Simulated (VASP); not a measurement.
# Sn in VASP: a series of runs

The runs below take Sn through single point, with PBE.

All numbers are computed with VASP 6.6.1; they aren't measurements. Logs are shortened: lines on timing, memory, paths and dates and some standing lists are left out, and cuts for length are marked.

## Step 1: The cell of the first run

The cell holds a slab with vacuum, 4 atoms: a = 4.706 Å, b = 4.706 Å, c = 11.854 Å, α = 90.00°, β = 90.00°, γ = 120.00°.

## Step 2: Single point, PBE

INCAR

```
PREC = Accurate
ENCUT = 520
EDIFF = 1E-6
ISMEAR = -1
SIGMA = 0.02
LREAL = False
LASPH = True
NELM = 100
ALGO = Normal
ISIF = 2
LWAVE = False
LCHARG = False
LDIPOL = True
IDIPOL = 3
DIPOL = 0.5 0.5 0.500
GGA = PE
NBANDS = 36
```

KPOINTS

```
Automatic mesh
0
Gamma
  6 6 1
```

POSCAR

```
Sn
1.0
    4.7064645918      0.0000000000      0.0000000000
   -2.3532322959      4.0759178986      0.0000000000
    0.0000000000      0.0000000000     11.8541000000
Sn
4
Direct
    0.1666666667      0.3333333333      0.2952551383
    0.5000000000      1.0000000000      0.3739049562
    0.5000000000      1.0000000000      0.6260954532
    0.8333333333      0.6666666667      0.7047448617
```

Potentials or basis: VASP PAW PBE potentials, release 64 (Sn_d).

The run is started by

```bash
> cat potpaw_PBE.64/Sn_d/POTCAR > POTCAR
> mpirun -np 1 vasp_std > vasp.out
```

OUTCAR:

```text
PREC = Accurate
   ENCUT = 520
   EDIFF = 1E-6
   ISMEAR = -1
   LREAL = False
   LASPH = True
   NELM = 100
   ISIF = 2
   GGA = PE

 ion  position               nearest neighbor table
   1  0.167  0.333  0.295-   2 2.87   2 2.87   2 2.87
   2  0.500  0.000  0.374-   1 2.87   1 2.87   1 2.87   3 2.99
   3  0.500  0.000  0.626-   4 2.87   4 2.87   4 2.87   2 2.99
   4  0.833  0.667  0.705-   3 2.87   3 2.87   3 2.87

  LATTYP: Found a hexagonal cell.
 ALAT       =     4.7064645918
 C/A-ratio  =     2.5186846238

  Lattice vectors:

 A1 = (   4.7064645918,   0.0000000000,   0.0000000000)
 A2 = (  -2.3532322959,   4.0759178986,   0.0000000000)
 A3 = (   0.0000000000,   0.0000000000,  11.8541000000)

Analysis of symmetry for initial positions (statically):
=====================================================================
 Subroutine PRICEL returns:
 Original cell was already a primitive cell.

 Routine SETGRP: Setting up the symmetry group for a
 hexagonal supercell.

 Subroutine GETGRP returns: Found 12 space group operations
 (whereof  4 operations were pure point group operations)
 out of a pool of 24 trial point group operations.

The static configuration has the point symmetry C_2h.
 The point group associated with its full space group is D_3d.

Analysis of symmetry for dynamics (positions and initial velocities):
=====================================================================
 Subroutine PRICEL returns:
 Original cell was already a primitive cell.

 Routine SETGRP: Setting up the symmetry group for a
 hexagonal supercell.

 Subroutine GETGRP returns: Found 12 space group operations
 (whereof  4 operations were pure point group operations)
 out of a pool of 24 trial point group operations.

The dynamic configuration has the point symmetry C_2h.
 The point group associated with its full space group is D_3d.

 Subroutine INISYM returns: Found 12 space group operations
 (whereof  4 operations are pure point group operations),
 and found     1 'primitive' translations

----------------------------------------------------------------------------------------

                                     Primitive cell

  volume of cell :     227.3991

  direct lattice vectors                    reciprocal lattice vectors
     4.706464592  0.000000000  0.000000000     0.212473712  0.122671755  0.000000000
    -2.353232296  4.075917899  0.000000000     0.000000000  0.245343509  0.000000000
     0.000000000  0.000000000 11.854100000     0.000000000  0.000000000  0.084358998

  length of vectors
     4.706464592  4.706464592 11.854100000     0.245343509  0.245343509  0.084358998

  position of ions in fractional coordinates (direct lattice)
     0.166666667  0.333333333  0.295255138
     0.500000000  0.000000000  0.373904956
     0.500000000  0.000000000  0.626095453
     0.833333333  0.666666667  0.704744862

  ion indices of the primitive-cell ions
   primitive index   ion index
                 1           1
                 2           2
                 3           3
                 4           4

----------------------------------------------------------------------------------------

 KPOINTS: Automatic mesh

Automatic generation of k-mesh.
 Grid dimensions read from file:
 generate k-points for:    6    6    1

 Generating k-lattice:

  Cartesian coordinates                     Fractional coordinates (reciprocal lattice)
     0.035412285  0.020445292  0.000000000     0.166666667 -0.000000000  0.000000000
     0.000000000  0.040890585  0.000000000     0.000000000  0.166666667  0.000000000
     0.000000000  0.000000000  0.084358998     0.000000000  0.000000000  1.000000000

  Length of vectors
     0.040890585  0.040890585  0.084358998

  Shift w.r.t. Gamma in fractional coordinates (k-lattice)
     0.000000000  0.000000000  0.000000000

 Subroutine IBZKPT returns following result:
 ===========================================

 Found      7 irreducible k-points:

 Following reciprocal coordinates:
            Coordinates               Weight
  0.000000  0.000000  0.000000      1.000000
  0.166667 -0.000000  0.000000      6.000000
  0.333333 -0.000000  0.000000      6.000000
  0.500000 -0.000000  0.000000      3.000000
  0.166667  0.166667  0.000000      6.000000
  0.333333  0.166667  0.000000     12.000000
  0.333333  0.333333  0.000000      2.000000
   k-points           NKPTS =      7   k-points in BZ     NKDIM =      7   number of bands    NBANDS=     36
   number of dos      NEDOS =    301   number of ions     NIONS =      4
   total plane-waves  NPLWV = 116640
   dimension x,y,z NGX =    36 NGY =   36 NGZ =   90
   dimension x,y,z NGXF=    72 NGYF=   72 NGZF=  180
   ions per type =               4
   NGX,Y,Z   is equivalent  to a cutoff of  12.72, 12.72, 12.62 a.u.
   NGXF,Y,Z  is equivalent  to a cutoff of  25.43, 25.43, 25.24 a.u.
 SYSTEM =  unknown system
   PREC   = accura    normal or accurate (medium, high low for compatibility)
   ISTART =      0    job   : 0-new  1-cont  2-samecut
   ICHARG =      2    charge: 1-file 2-atom 10-const
   ISPIN  =      1    spin polarized calculation?
   LNONCOLLINEAR =      F non collinear calculations
   LSORBIT =      F    spin-orbit coupling
   LASPH  =      T    aspherical Exc in radial PAW
   ENCUT  =  520.0 eV  38.22 Ry    6.18 a.u.   8.75  8.75 22.04*2*pi/ulx,y,z
   NELM   =    100;   NELMIN=  2; NELMDL= -5     # of ELM steps
   EDIFF  = 0.1E-05   stopping-criterion for ELM
   LREAL  =      F    real-space projection
   EDIFFG = 0.1E-04   stopping-criterion for IOM
   NSW    =      0    number of steps for IOM
   IBRION =     -1    ionic relax: 0-MD 1-quasi-New 2-CG
   NFREE  =      0    steps in history (QN), initial steepest desc. (CG)
   ISIF   =      2    stress and relaxation
   ISYM   =      2    0-nonsym 1-usesym 2-fastsym
   POTIM  = 0.5000    time-step for ionic-motion
   TEBEG  =    0.0;   TEEND  =   0.0 temperature during run
   PSTRESS=    0.0 pullay stress
   NELECT =      56.0000    total number of electrons
   NUPDOWN=      -1.0000    fix difference up-down
   EMIN   =  10.00;   EMAX   =-10.00  energy-range for DOS
   EFERMI =   0.00;   METHOD = LEGACY
   ISMEAR =    -1;   SIGMA  =   0.02  broadening in eV -4-tet -1-fermi 0-gaus
   EFERMI_NEDOS =   21; number of points for ismear=-14 and -15
   IALGO  =     38    algorithm
   IMIX   =      4    mixing-type and parameters
     AMIX     =   0.40;   BMIX     =  1.00
     AMIX_MAG =   1.60;   BMIX_MAG =  1.00
  volume/ion in A,a.u.               =      56.85       383.64
  Fermi-wavevector in a.u.,A,eV,Ry     =   1.026143  1.939129 14.326520  1.052970
  Thomas-Fermi vector in A             =   2.160020
   LORBIT       =      0    0 simple, 1 ext, 2 COOP (PROOUT), +10 PAW based schemes
   GGA     = PE    functional components
   LHFCALC =     F    Hartree Fock is set to
   AEXX    =    0.0000 exact exchange contribution
   IVDW    =     0    specifies the selected vdW correction
   LEPSILON=     F    determine dielectric tensor
   LRPA    =     F    only Hartree local field effects (RPA)
 non-spin polarized calculation
  energy-cutoff  :      520.00
  volume of cell :      227.40
 maximum number of plane-waves:      6144
 NGX is ok and might be reduce to    36
   NGX = 17   NGY = 17   NGZ = 45

 number of electron      56.0000029 magnetization

 dipolmoment           0.000000      0.000000     -0.000028 electrons x Angstroem

 Free energy of the ion-electron system (eV)
  ---------------------------------------------------
  ext. energy  EPLUGINS =         0.00000000
  ---------------------------------------------------
  free energy    TOTEN  =       -14.07372296 eV

  energy without entropy =      -14.07211831  energy(sigma->0) =      -14.07292063

 E-fermi :   1.4919     XC(G=0):  -6.3688

 val. band max:        1.4330279258   @ k =   0.3333   0.3333   0.0000
 cond. band min:       1.5358707264   @ k =   0.0000   0.0000   0.0000
 fundamental gap:      0.1028428006
 Fermi energy:         1.4918734433

 k-point     1 :       0.0000    0.0000    0.0000
  band No.  band energies     occupation
      1     -19.8236      2.00000
      2     -19.8236      2.00000
      3     -19.8179      2.00000
      4     -19.8073      2.00000
      5     -19.8073      2.00000
      6     -19.7423      2.00000
[... 28 lines left out ...]
     35       4.8957      0.00000
     36       5.5984      0.00000

 k-point     2 :       0.1667   -0.0000    0.0000
  band No.  band energies     occupation
      1     -19.8475      2.00000
      2     -19.8282      2.00000
      3     -19.8133      2.00000
      4     -19.8106      2.00000
      5     -19.8030      2.00000
      6     -19.7313      2.00000
[... 28 lines left out ...]
     35       5.7237      0.00000
     36       6.0101      0.00000

 k-point     3 :       0.3333   -0.0000    0.0000
  band No.  band energies     occupation
      1     -19.8631      2.00000
      2     -19.8327      2.00000
      3     -19.8216      2.00000
      4     -19.8047      2.00000
      5     -19.7999      2.00000
      6     -19.7271      2.00000
[... 28 lines left out ...]
     35       6.8678      0.00000
     36       7.1889      0.00000

 k-point     4 :       0.5000   -0.0000    0.0000
  band No.  band energies     occupation
      1     -19.8667      2.00000
      2     -19.8334      2.00000
      3     -19.8246      2.00000
      4     -19.8076      2.00000
      5     -19.7786      2.00000
      6     -19.7517      2.00000
[... 28 lines left out ...]
     35       6.5193      0.00000
     36       7.5585      0.00000

 k-point     5 :       0.1667    0.1667    0.0000
  band No.  band energies     occupation
      1     -19.8599      2.00000
      2     -19.8364      2.00000
      3     -19.8248      2.00000
      4     -19.8021      2.00000
      5     -19.8003      2.00000
      6     -19.7260      2.00000
[... 28 lines left out ...]
     35       6.2256      0.00000
     36       6.2573      0.00000

 k-point     6 :       0.3333    0.1667    0.0000
  band No.  band energies     occupation
      1     -19.8669      2.00000
      2     -19.8421      2.00000
      3     -19.8355      2.00000
      4     -19.8010      2.00000
      5     -19.7853      2.00000
      6     -19.7430      2.00000
[... 28 lines left out ...]
     35       6.1879      0.00000
     36       6.8426      0.00000

 k-point     7 :       0.3333    0.3333    0.0000
  band No.  band energies     occupation
      1     -19.8688      2.00000
      2     -19.8474      2.00000
      3     -19.8472      2.00000
      4     -19.7907      2.00000
      5     -19.7906      2.00000
      6     -19.7467      2.00000
[... 28 lines left out ...]
     35       6.3097      0.00000
     36       6.7790      0.00000

------------------------ aborting loop because EDIFF is reached ----------------------------------------

 vacuum level on the upper side and lower side of the slab       (xc-potential included)        -1.330        -1.329

  FORCE on cell =-STRESS in cart. coord.  units (eV):
  Direction    XX          YY          ZZ          XY          YZ          ZX
  --------------------------------------------------------------------------------------
  -------------------------------------------------------------------------------------
  Total       -0.3962321     -0.3962321      0.0759390      0.0000000      0.0000000     -0.0000000
  in kB       -2.7917169     -2.7917169      0.5350405      0.0000000      0.0000000     -0.0000000
  external PRESSURE =      -1.6827978 kB  Pullay stress =       0.0000000 kB

 VOLUME and BASIS-vectors are now :
 -----------------------------------------------------------------------------
  energy-cutoff  :      520.00
  volume of cell :      227.40
      direct lattice vectors                 reciprocal lattice vectors
     4.706464592  0.000000000  0.000000000     0.212473712  0.122671755  0.000000000
    -2.353232296  4.075917899  0.000000000     0.000000000  0.245343509  0.000000000
     0.000000000  0.000000000 11.854100000     0.000000000  0.000000000  0.084358998

 POSITION                                       TOTAL-FORCE (eV/Angst)
 -----------------------------------------------------------------------------------
      0.00000      1.35864      3.49998         0.000000     -0.000000      0.004242
      2.35323      0.00000      4.43231         0.000000      0.000000      0.008071
      2.35323      0.00000      7.42180        -0.000000     -0.000000     -0.008071
      2.35323      2.71728      8.35412         0.000000      0.000000     -0.004242
 -----------------------------------------------------------------------------------
    total drift:                                0.000000     -0.000000     -0.004647

  FREE ENERGIE OF THE ION-ELECTRON SYSTEM (eV)
  ---------------------------------------------------
  free  energy   TOTEN  =       -14.0737229589 eV

  energy  without entropy=      -14.0721183064  energy(sigma->0) =      -14.07292063

 vacuum level on the upper side and lower side of the slab         4.402         4.402
```

Run time: 61 s. Hardware: 1 thread of Intel Xeon 6975P-C, shared host; peak memory 0.33 GiB.

What came out:

* Free energy: -14.0737 eV
* Largest force: 0.008 eV/Å
* Band gap on the k mesh: zero (band 28 reaches 1.54 eV, above the bottom of band 29 at 1.43 eV)

Forces in eV/Å, atoms in the order of the input:
```
Sn   0.000  0.000  0.004
Sn   0.000  0.000  0.008
Sn   0.000  0.000 -0.008
Sn   0.000  0.000 -0.004
```

Caveat: spin-orbit coupling is left out, which moves the levels of the heavy elements.

[end of part 1 of 2]
